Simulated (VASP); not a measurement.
Wanted: the native input for a VASP 6.6.1 run.

```
Task                   : single point
Functional             : LDA
Potentials or basis    : VASP PAW LDA potentials, release 64 (Si)
Cutoff                 : 520 eV
k mesh                 : 10 × 10 × 6
Occupations            : gaussian, width 0.05 eV
Spin                   : no spin polarisation
Dipole correction      : no
Further INCAR settings : ALGO = Normal; EDIFF = 1e-06; NBANDS = 16
```

The structure of Si lies in POSCAR:

```
Si
1.0
    0.0000000000     -2.7007989451     -2.7007989451
    0.0000000000      2.7007989451     -2.7007989451
    5.4015978902      0.0000000000      0.0000000000
Si
4
Direct
    0.5149845822      0.4952851495      0.0000000000
   -0.0149845822      0.0047148505      0.5000000000
   -0.0149845822      0.4952851495      0.2500000000
    0.5149845822      0.0047148505      0.7500000000
```

This cell differs from its parent crystal: mode 4 frozen in at +0.000 Å and mode 9 at -0.060 Å (largest displacements).

The input as run:

INCAR

```
SYSTEM = Si
PREC = Accurate ; ENCUT = 520
EDIFF = 1E-6 ; ISMEAR = 0
SIGMA = 0.05 ; LREAL = .False.
LASPH = .True. ; NELM = 100
ALGO = Normal ; ISIF = 2
LWAVE = .False. ; LCHARG = .False.
NBANDS = 16
```

KPOINTS

```
regular mesh
0
Gamma
  10 10 6
  0 0 0
```

Potentials or basis: VASP PAW LDA potentials, release 64 (Si).

Launch:

```bash
$ cat potpaw_LDA.64/Si/POTCAR > POTCAR
$ mpirun -np 1 vasp_std > vasp.out
```

Results of the run:

The pressure is 0.8 GPa. The largest force is 1.341 eV/Å and the band gap on the k mesh is 0.36 eV.

Caveat: the cell differs from its parent crystal (mode 4 frozen in at +0.000 Å and mode 9 at -0.060 Å (largest displacements)); forces of over 1 eV/Å act on the atoms, so gaps and moduli don't describe the material at rest.

Wall time 120 s on 1 thread of Intel(R) Xeon(R) Platinum 8259CL CPU @ 2.50GHz (Skylake/Cascade Lake), on a shared host, peak memory 0.23 GiB.
